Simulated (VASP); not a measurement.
# Sn (Fd-3m) in VASP: settings compared

The runs below take Sn through single point, with B3LYP, HSE06, B3LYP5.

All numbers are computed with VASP 6.6.1; they aren't measurements. Logs are shortened: lines on timing, memory, paths and dates and some standing lists are left out, and cuts for length are marked.

## Step 1: The cell of the first run

It takes space group Fd-3m (No. 227, cubic). The conventional cell has a = 6.423 Å, b = 6.423 Å, c = 6.423 Å, α = 90.00°, β = 90.00°, γ = 90.00°. Within 3.7 Å of Sn (site symmetry -43m) lie 4 Sn at 2.78 Å.

This isn't the form of Sn at room conditions, which is tetragonal (white tin).

## Step 2: Single point, B3LYP

POSCAR

```
Sn
1.0
    0.0000000000      3.2116418589      3.2116418589
    3.2116418589      0.0000000000      3.2116418589
    3.2116418589      3.2116418589      0.0000000000
Sn
2
Direct
    0.7500000000      0.7500000000      0.7500000000
    0.5000000000      0.5000000000      0.5000000000
```

INCAR.step1

```
PREC     = Accurate       # precision mode
ENCUT    = 520            # plane-wave cutoff, eV
EDIFF    = 1E-5           # SCF threshold, eV
ISMEAR   = -1             # smearing method
SIGMA    = 0.05           # smearing width, eV
LREAL    = F              # projectors in reciprocal space
LASPH    = T              # aspherical terms in the spheres
NELM     = 60             # most SCF steps
ALGO     = Normal         # electronic algorithm
ISIF     = 2              # what is computed and relaxed
LWAVE    = T              # write WAVECAR
LCHARG   = F              # write CHGCAR
GGA      = PE             # functional
NBANDS   = 21             # bands
```

INCAR.step2

```
PREC     = Accurate       # precision mode
ENCUT    = 520            # plane-wave cutoff, eV
EDIFF    = 1E-6           # SCF threshold, eV
ISMEAR   = -1             # smearing method
SIGMA    = 0.05           # smearing width, eV
LREAL    = F              # projectors in reciprocal space
LASPH    = T              # aspherical terms in the spheres
NELM     = 60             # most SCF steps
ALGO     = Normal         # electronic algorithm
ISIF     = 2              # what is computed and relaxed
LWAVE    = F              # write WAVECAR
LCHARG   = F              # write CHGCAR
GGA      = B3             # functional
LHFCALC  = T              # exact exchange
AEXX     = 0.2            # exact-exchange fraction
AGGAX    = 0.72         
AGGAC    = 0.81         
ALDAC    = 0.19         
PRECFOCK = Normal       
ISTART   = 1            
NBANDS   = 21             # bands
```

KPOINTS

```
Automatic mesh
0
Gamma
  4 4 4
```

Potentials or basis: VASP PAW PBE potentials, release 64 (Sn_d).

Run with:

```console
> cat potpaw_PBE.64/Sn_d/POTCAR > POTCAR
> cp INCAR.step1 INCAR
> mpirun -np 1 vasp_std > vasp.out
> cp INCAR.step2 INCAR
> mpirun -np 1 vasp_std > vasp.out
```

OUTCAR:

```text
PREC = Accurate
   ENCUT = 520
   EDIFF = 1E-6
   ISMEAR = -1
   LREAL = F
   LASPH = T
   NELM = 60
   ISIF = 2
   GGA = B3
   LHFCALC = T
   AEXX = 0.2
   PRECFOCK = Normal
   ISTART = 1

 ion  position               nearest neighbor table
   1  0.750  0.750  0.750-   2 2.78   2 2.78   2 2.78   2 2.78
   2  0.500  0.500  0.500-   1 2.78   1 2.78   1 2.78   1 2.78

  LATTYP: Found a face centered cubic cell.
 ALAT       =     6.4232837178

  Lattice vectors:

 A1 = (   0.0000000000,   3.2116418589,   3.2116418589)
 A2 = (   3.2116418589,   0.0000000000,   3.2116418589)
 A3 = (   3.2116418589,   3.2116418589,   0.0000000000)

Analysis of symmetry for initial positions (statically):
=====================================================================
 Subroutine PRICEL returns:
 Original cell was already a primitive cell.

 Routine SETGRP: Setting up the symmetry group for a
 face centered cubic supercell.

 Subroutine GETGRP returns: Found 48 space group operations
 (whereof 24 operations were pure point group operations)
 out of a pool of 48 trial point group operations.

The static configuration has the point symmetry T_d .
 The point group associated with its full space group is O_h .

Analysis of symmetry for dynamics (positions and initial velocities):
=====================================================================
 Subroutine PRICEL returns:
 Original cell was already a primitive cell.

 Routine SETGRP: Setting up the symmetry group for a
 face centered cubic supercell.

 Subroutine GETGRP returns: Found 48 space group operations
 (whereof 24 operations were pure point group operations)
 out of a pool of 48 trial point group operations.

The dynamic configuration has the point symmetry T_d .
 The point group associated with its full space group is O_h .

 Subroutine INISYM returns: Found 48 space group operations
 (whereof 24 operations are pure point group operations),
 and found     1 'primitive' translations

----------------------------------------------------------------------------------------

                                     Primitive cell

  volume of cell :      66.2539

  direct lattice vectors                    reciprocal lattice vectors
     0.000000000  3.211641859  3.211641859    -0.155683610  0.155683610  0.155683610
     3.211641859  0.000000000  3.211641859     0.155683610 -0.155683610  0.155683610
     3.211641859  3.211641859  0.000000000     0.155683610  0.155683610 -0.155683610

  length of vectors
     4.541947474  4.541947474  4.541947474     0.269651923  0.269651923  0.269651923

  position of ions in fractional coordinates (direct lattice)
     0.750000000  0.750000000  0.750000000
     0.500000000  0.500000000  0.500000000

  ion indices of the primitive-cell ions
   primitive index   ion index
                 1           1
                 2           2

----------------------------------------------------------------------------------------

 KPOINTS: Automatic mesh

Automatic generation of k-mesh.
 Grid dimensions read from file:
 generate k-points for:    4    4    4

 Generating k-lattice:

  Cartesian coordinates                     Fractional coordinates (reciprocal lattice)
    -0.038920903  0.038920903  0.038920903     0.250000000  0.000000000  0.000000000
     0.038920903 -0.038920903  0.038920903     0.000000000  0.250000000  0.000000000
     0.038920903  0.038920903 -0.038920903     0.000000000  0.000000000  0.250000000

  Length of vectors
     0.067412981  0.067412981  0.067412981

  Shift w.r.t. Gamma in fractional coordinates (k-lattice)
     0.000000000  0.000000000  0.000000000

 Subroutine IBZKPT returns following result:
 ===========================================

 Found      8 irreducible k-points:

 Following reciprocal coordinates:
            Coordinates               Weight
  0.000000  0.000000  0.000000      1.000000
  0.250000  0.000000  0.000000      8.000000
  0.500000  0.000000  0.000000      4.000000
  0.250000  0.250000  0.000000      6.000000
  0.500000  0.250000  0.000000     24.000000
 -0.250000  0.250000  0.000000     12.000000
  0.500000  0.500000  0.000000      3.000000
 -0.250000  0.500000  0.250000      6.000000
   k-points           NKPTS =      8   k-points in BZ     NKDIM =     64   number of bands    NBANDS=     21
   number of dos      NEDOS =    301   number of ions     NIONS =      2
   total plane-waves  NPLWV =  46656
   dimension x,y,z NGX =    36 NGY =   36 NGZ =   36
   dimension x,y,z NGXF=    72 NGYF=   72 NGZF=   72
   ions per type =               2
   NGX,Y,Z   is equivalent  to a cutoff of  13.18, 13.18, 13.18 a.u.
   NGXF,Y,Z  is equivalent  to a cutoff of  26.35, 26.35, 26.35 a.u.
 SYSTEM =  unknown system
   PREC   = accura    normal or accurate (medium, high low for compatibility)
   ISTART =      1    job   : 0-new  1-cont  2-samecut
   ICHARG =      0    charge: 1-file 2-atom 10-const
   ISPIN  =      1    spin polarized calculation?
   LNONCOLLINEAR =      F non collinear calculations
   LSORBIT =      F    spin-orbit coupling
   LASPH  =      T    aspherical Exc in radial PAW
   ENCUT  =  520.0 eV  38.22 Ry    6.18 a.u.   8.45  8.45  8.45*2*pi/ulx,y,z
   NELM   =     60;   NELMIN=  2; NELMDL=  0     # of ELM steps
   EDIFF  = 0.1E-05   stopping-criterion for ELM
   LREAL  =      F    real-space projection
   EDIFFG = 0.1E-04   stopping-criterion for IOM
   NSW    =      0    number of steps for IOM
   IBRION =     -1    ionic relax: 0-MD 1-quasi-New 2-CG
   NFREE  =      0    steps in history (QN), initial steepest desc. (CG)
   ISIF   =      2    stress and relaxation
   ISYM   =      3    0-nonsym 1-usesym 2-fastsym
   POTIM  = 0.5000    time-step for ionic-motion
   TEBEG  =    0.0;   TEEND  =   0.0 temperature during run
   PSTRESS=    0.0 pullay stress
   NELECT =      28.0000    total number of electrons
   NUPDOWN=      -1.0000    fix difference up-down
   EMIN   =  10.00;   EMAX   =-10.00  energy-range for DOS
   EFERMI =   0.00;   METHOD = LEGACY
   ISMEAR =    -1;   SIGMA  =   0.05  broadening in eV -4-tet -1-fermi 0-gaus
   EFERMI_NEDOS =   21; number of points for ismear=-14 and -15
   IALGO  =     38    algorithm
   IMIX   =      1    mixing-type and parameters
     AMIX     =   0.40;   BMIX     =  1.00
     AMIX_MAG =   1.60;   BMIX_MAG =  1.00
  volume/ion in A,a.u.               =      33.13       223.55
  Fermi-wavevector in a.u.,A,eV,Ry     =   1.228543  2.321610 20.535520  1.509318
  Thomas-Fermi vector in A             =   2.363465
   LORBIT       =      0    0 simple, 1 ext, 2 COOP (PROOUT), +10 PAW based schemes
   GGA     = B3    functional components
   LHFCALC =     T    Hartree Fock is set to
   PRECFOCK=normal    Normal, Fast or Accurate (Low or Medium for compatibility)
   ENCUT4O =  -1.0   cutoff for four orbital integrals eV
   NKREDX  =     1    reduce k-point grid by
   NKREDY  =     1    reduce k-point grid by
   NKREDZ  =     1    reduce k-point grid by
   AEXX    =    0.2000 exact exchange contribution
   HFSCREEN=    0.0000 screening length (either q_TF or 0.3 A-1)
   HFSCREENC=   0.0000 screening length for correlation (either q_TF or 0.3 A-1)
   ENCUTFOCK=  -1.0 apply spherical cutoff to Coloumb kernel
   IVDW    =     0    specifies the selected vdW correction
   LEPSILON=     F    determine dielectric tensor
   LRPA    =     F    only Hartree local field effects (RPA)
 non-spin polarized calculation
  energy-cutoff  :      520.00
  volume of cell :       66.25
 maximum number of plane-waves:      1812
 NGX is ok and might be reduce to    36
  NGX = 28; NGY = 28; NGZ = 28

 number of electron      28.0000012 magnetization

 Free energy of the ion-electron system (eV)
  ---------------------------------------------------
  ext. energy  EPLUGINS =         0.00000000
  ---------------------------------------------------
  free energy    TOTEN  =        -8.13720766 eV

  energy without entropy =       -8.13420184  energy(sigma->0) =       -8.13570475

 E-fermi :   6.0205     XC(G=0):  -7.1341

 val. band max:        5.9860698773   @ k =   0.0000   0.0000   0.0000
 cond. band min:       6.7300124739   @ k =   0.5000   0.0000   0.0000
 fundamental gap:      0.7439425965
 Fermi energy:         6.0204794022

 k-point     1 :       0.0000    0.0000    0.0000
  band No.  band energies     occupation
      1     -17.7122      2.00000
      2     -17.7122      2.00000
      3     -17.7122      2.00000
      4     -17.6461      2.00000
      5     -17.6461      2.00000
      6     -17.2999      2.00000
[... 13 lines left out ...]
     20      15.0898      0.00000
     21      15.0898      0.00000

 k-point     2 :       0.2500    0.0000    0.0000
  band No.  band energies     occupation
      1     -17.7420      2.00000
      2     -17.7420      2.00000
      3     -17.6987      2.00000
      4     -17.6003      2.00000
      5     -17.6003      2.00000
      6     -17.3429      2.00000
[... 13 lines left out ...]
     20      13.9329      0.00000
     21      13.9329      0.00000

 k-point     3 :       0.5000    0.0000    0.0000
  band No.  band energies     occupation
      1     -17.7540      2.00000
      2     -17.7540      2.00000
      3     -17.6843      2.00000
      4     -17.5771      2.00000
      5     -17.5771      2.00000
      6     -17.3580      2.00000
[... 13 lines left out ...]
     20      16.0279      0.00000
     21      16.0279      0.00000

 k-point     4 :       0.2500    0.2500    0.0000
  band No.  band energies     occupation
      1     -17.7440      2.00000
      2     -17.7440      2.00000
      3     -17.7183      2.00000
      4     -17.5913      2.00000
      5     -17.5353      2.00000
      6     -17.4438      2.00000
[... 13 lines left out ...]
     20      15.2178      0.00000
     21      15.8314      0.00000

 k-point     5 :       0.5000    0.2500    0.0000
  band No.  band energies     occupation
      1     -17.7875      2.00000
      2     -17.7645      2.00000
      3     -17.6480      2.00000
      4     -17.5345      2.00000
      5     -17.5033      2.00000
      6     -17.4730      2.00000
[... 13 lines left out ...]
     20      16.3136      0.00000
     21      16.5227      0.00000

 k-point     6 :      -0.2500    0.2500    0.0000
  band No.  band energies     occupation
      1     -17.7801      2.00000
      2     -17.7669      2.00000
      3     -17.6409      2.00000
      4     -17.5736      2.00000
      5     -17.5303      2.00000
      6     -17.4115      2.00000
[... 13 lines left out ...]
     20      14.8522      0.00000
     21      16.7591      0.00000

 k-point     7 :       0.5000    0.5000    0.0000
  band No.  band energies     occupation
      1     -17.7711      2.00000
      2     -17.7711      2.00000
      3     -17.6214      2.00000
      4     -17.6214      2.00000
      5     -17.4604      2.00000
      6     -17.4604      2.00000
[... 13 lines left out ...]
     20      16.7232      0.00000
     21      17.7134      0.00000

 k-point     8 :      -0.2500    0.5000    0.2500
  band No.  band energies     occupation
      1     -17.7914      2.00000
      2     -17.7914      2.00000
      3     -17.5555      2.00000
      4     -17.5555      2.00000
      5     -17.4717      2.00000
      6     -17.4717      2.00000
[... 13 lines left out ...]
     20      16.4055      0.00000
     21      17.5891      0.00000

------------------------ aborting loop because EDIFF is reached ----------------------------------------

  FORCE on cell =-STRESS in cart. coord.  units (eV):
  Direction    XX          YY          ZZ          XY          YZ          ZX
  --------------------------------------------------------------------------------------
  -------------------------------------------------------------------------------------
  Total        2.5025256      2.5025256      2.5025256     -0.0000000      0.0000000     -0.0000000
  in kB       60.5170541     60.5170541     60.5170541     -0.0000000      0.0000000     -0.0000000
  external PRESSURE =      60.5170541 kB  Pullay stress =       0.0000000 kB

 VOLUME and BASIS-vectors are now :
 -----------------------------------------------------------------------------
  energy-cutoff  :      520.00
  volume of cell :       66.25
      direct lattice vectors                 reciprocal lattice vectors
     0.000000000  3.211641859  3.211641859    -0.155683610  0.155683610  0.155683610
     3.211641859  0.000000000  3.211641859     0.155683610 -0.155683610  0.155683610
     3.211641859  3.211641859  0.000000000     0.155683610  0.155683610 -0.155683610

 POSITION                                       TOTAL-FORCE (eV/Angst)
 -----------------------------------------------------------------------------------
      4.81746      4.81746      4.81746         0.000000      0.000000      0.000000
      3.21164      3.21164      3.21164        -0.000000     -0.000000     -0.000000
 -----------------------------------------------------------------------------------
    total drift:                               -0.000000     -0.000001      0.000000

  FREE ENERGIE OF THE ION-ELECTRON SYSTEM (eV)
  ---------------------------------------------------
  free  energy   TOTEN  =        -8.1372076554 eV

  energy  without entropy=       -8.1342018384  energy(sigma->0) =       -8.13570475
```

Wall time 20 min (1 thread of AMD EPYC 7R43 (Zen 3), shared host); peak memory 0.18 GiB.

What came out:

* Free energy: -8.1372 eV
* Pressure: 6.1 GPa
* Band gap on the k mesh: zero (filled and empty bands touch)

Levels at points of the mesh, in eV from the Fermi level:
```csv
k point,band 12,band 13,band 14,band 15,band 16,band 17
"(0.00, 0.00, 0.00)",-0.31,-0.04,-0.03,-0.03,2.88,2.88
"(0.50, 0.00, 0.00)",-7.24,-1.55,-1.55,0.71,4.06,4.06
"(0.50, 0.50, 0.00)",-8.58,-3.05,-3.05,1.51,1.51,9.00
```

Caveat: the k points lie up to 0.42 Å⁻¹ apart; the PAW data sets were made with another functional, which shifts forces and pressure a little; spin-orbit coupling is left out, which moves the levels of the heavy elements.

## Step 3: Single point, HSE06

This run uses another cell than the first one, of 35.62 Å³/atom.

POSCAR

```
Sn
1.0
    0.0000000000      3.2903141084      3.2903141084
    3.2903141084      0.0000000000      3.2903141084
    3.2903141084      3.2903141084      0.0000000000
Sn
2
Direct
    0.7500000000      0.7500000000      0.7500000000
    0.5000000000      0.5000000000      0.5000000000
```

INCAR.step1

```
SYSTEM = Sn
ALGO = Normal
EDIFF = 1E-5
ENCUT = 520
GGA = PE
ISIF = 2
ISMEAR = -1
LASPH = .True.
LCHARG = .False.
LREAL = .False.
LWAVE = .True.
NBANDS = 21
NELM = 60
PREC = Accurate
SIGMA = 0.05
```

INCAR.step2

```
SYSTEM = Sn
ALGO = Normal
EDIFF = 1E-6
ENCUT = 520
GGA = PE
HFSCREEN = 0.2079
ISIF = 2
ISMEAR = -1
ISTART = 1
LASPH = .True.
LCHARG = .False.
LHFCALC = .True.
LREAL = .False.
LWAVE = .False.
NBANDS = 21
NELM = 60
PREC = Accurate
PRECFOCK = Normal
SIGMA = 0.05
```

KPOINTS

```
k-points
0
Gamma
  4 4 4
  0 0 0
```

Potentials or basis: VASP PAW PBE potentials, release 64 (Sn_d).

Run with:

```console
> cat potpaw_PBE.64/Sn_d/POTCAR > POTCAR
> cp INCAR.step1 INCAR
> mpirun -np 1 vasp_std > vasp.out
> cp INCAR.step2 INCAR
> mpirun -np 1 vasp_std > vasp.out
```

Run time: 53 min. Hardware: 1 thread of AMD EPYC, shared host; peak memory 0.28 GiB.

The run converged. Its results:

```
Free energy            : -8.8732 eV
Pressure               : 0.0 GPa
Band gap on the k mesh : zero (filled and empty bands touch)
```

Levels at points of the mesh, in eV from the Fermi level:
```
           k point  band 11  band 12  band 13  band 14  band 15  band 16  band 17  band 18
(0.00, 0.00, 0.00)   -11.51    -0.48    -0.03    -0.03    -0.03     2.57     2.57     2.57
(0.50, 0.00, 0.00)    -9.78    -6.82    -1.28    -1.28     0.28     3.67     3.67     6.21
(0.50, 0.50, 0.00)    -8.18    -8.18    -2.67    -2.67     1.19     1.19     8.35     8.35
```

Caveat: the k points lie up to 0.41 Å⁻¹ apart; the PAW data sets were made with another functional, which shifts forces and pressure a little; spin-orbit coupling is left out, which moves the levels of the heavy elements.

## Step 4: Single point, B3LYP5

This run uses another cell than the first one, of 35.83 Å³/atom.

POSCAR

```
Sn
1.0
    0.0000000000      3.2967577782      3.2967577782
    3.2967577782      0.0000000000      3.2967577782
    3.2967577782      3.2967577782      0.0000000000
Sn
2
Direct
    0.7500000000      0.7500000000      0.7500000000
    0.5000000000      0.5000000000      0.5000000000
```

INCAR.step1

```
SYSTEM = Sn
PREC     = Accurate       ! precision mode
ENCUT    = 520            ! plane-wave cutoff, eV
EDIFF    = 1E-5           ! SCF threshold, eV
ISMEAR   = -1             ! smearing method
SIGMA    = 0.05           ! smearing width, eV
LREAL    = .FALSE.        ! projectors in reciprocal space
LASPH    = .TRUE.         ! aspherical terms in the spheres
NELM     = 80             ! most SCF steps
ALGO     = Normal         ! electronic algorithm
ISIF     = 2              ! what is computed and relaxed
LWAVE    = .TRUE.         ! write WAVECAR
LCHARG   = .FALSE.        ! write CHGCAR
GGA      = PE             ! functional
NBANDS   = 21             ! bands
```

INCAR.step2

```
SYSTEM = Sn
PREC     = Accurate       ! precision mode
ENCUT    = 520            ! plane-wave cutoff, eV
EDIFF    = 1E-6           ! SCF threshold, eV
ISMEAR   = -1             ! smearing method
SIGMA    = 0.05           ! smearing width, eV
LREAL    = .FALSE.        ! projectors in reciprocal space
LASPH    = .TRUE.         ! aspherical terms in the spheres
NELM     = 80             ! most SCF steps
ALGO     = Normal         ! electronic algorithm
ISIF     = 2              ! what is computed and relaxed
LWAVE    = .FALSE.        ! write WAVECAR
LCHARG   = .FALSE.        ! write CHGCAR
GGA      = B5             ! functional
LHFCALC  = .TRUE.         ! exact exchange
AEXX     = 0.2            ! exact-exchange fraction
AGGAX    = 0.72         
AGGAC    = 0.81         
ALDAC    = 0.19         
PRECFOCK = Normal       
ISTART   = 1            
NBANDS   = 21             ! bands
```

KPOINTS

```
Automatic mesh
0
G
  4 4 4
  0 0 0
```

Run with:

```console
> cat potpaw_PBE.64/Sn_d/POTCAR > POTCAR
> cp INCAR.step1 INCAR
> mpirun -np 1 vasp_std > vasp.out
> cp INCAR.step2 INCAR
> mpirun -np 1 vasp_std > vasp.out
```

It took 52 min on 1 thread of Intel Xeon Platinum 8259CL at 2.50GHz (Skylake/Cascade Lake), shared host; peak memory 0.22 GiB.

The run converged, but its numbers aren't listed here, since they failed a check.

Caveat: the k points lie up to 0.41 Å⁻¹ apart; the mesh shows a gap though the element is a metal; the PAW data sets were made with another functional, which shifts forces and pressure a little; spin-orbit coupling is left out, which moves the levels of the heavy elements.

(Part 1 of 2 ends here.)

The gap in the log of VASP goes by the Fermi energy; the results here count the filled bands.